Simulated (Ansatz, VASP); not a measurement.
CrSn7Te8: VASP beside Ansatz

```
CELL_PARAMETERS angstrom
0.00000 6.31300 6.31300
6.31300 0.00000 6.31300
6.31300 6.31300 0.00000
ATOMIC_POSITIONS crystal
Cr 0.00085 0.99866 0.00022
Sn 0.00133 0.99895 0.49933
Sn 0.00037 0.49981 0.99950
Sn 0.00038 0.49947 0.50097
Sn 0.50036 0.99903 0.00105
Sn 0.50028 0.99959 0.49982
Sn 0.50119 0.49939 0.99904
Sn 0.50135 0.49851 0.50006
Te 0.25083 0.24957 0.25009
Te 0.24389 0.24221 0.75720
Te 0.24397 0.75631 0.24271
Te 0.24377 0.75649 0.75726
Te 0.75818 0.24212 0.24288
Te 0.75837 0.24194 0.75703
Te 0.75820 0.75643 0.24296
Te 0.75063 0.74971 0.75004
```

Alike in both runs: task single point; functional PBEsol; k mesh 3 × 3 × 3; occupations gaussian, width 0.05 eV; no spin polarisation; Hubbard terms Cr d U = 3.0 eV.

|  | VASP | Ansatz |
| --- | --- | --- |
| version | VASP 6.6.1 | Ansatz 0.2.0 |
| potentials or method | VASP PAW PBE potentials, release 64 (Cr_pv, Sn_d, Te), cutoff 520 eV | scalar-relativistic, plane waves, PAW |
| valence electrons in the cell | 158 | 240 |

```csv
,VASP,Ansatz,Ansatz less VASP
gap on the k mesh at the Fermi level (eV),none,none,-
pressure (GPa),-2.8,-2.6,+0.19
"traceless stress, the component that is largest in VASP (GPa)",0.19,0.00,-0.191
rms of the force components (eV/Å),0.194,0.151,-0.0424
```

VASP's potentials were made for PBE, not for PBEsol. The programs project onto different local orbitals, so the same U acts differently, and such runs can settle in different states. Atom by atom the forces differ by 0.045 eV/Å (rms over components). A gap of «none» marks a metal or a gap that the smearing closes. VASP's potentials hold 158 valence electrons a cell and Ansatz's 240, so a difference there can come from the potentials and not from the codes. Ansatz's warnings: filled band counts differ across k points.

Neither program's run includes spin-orbit coupling.
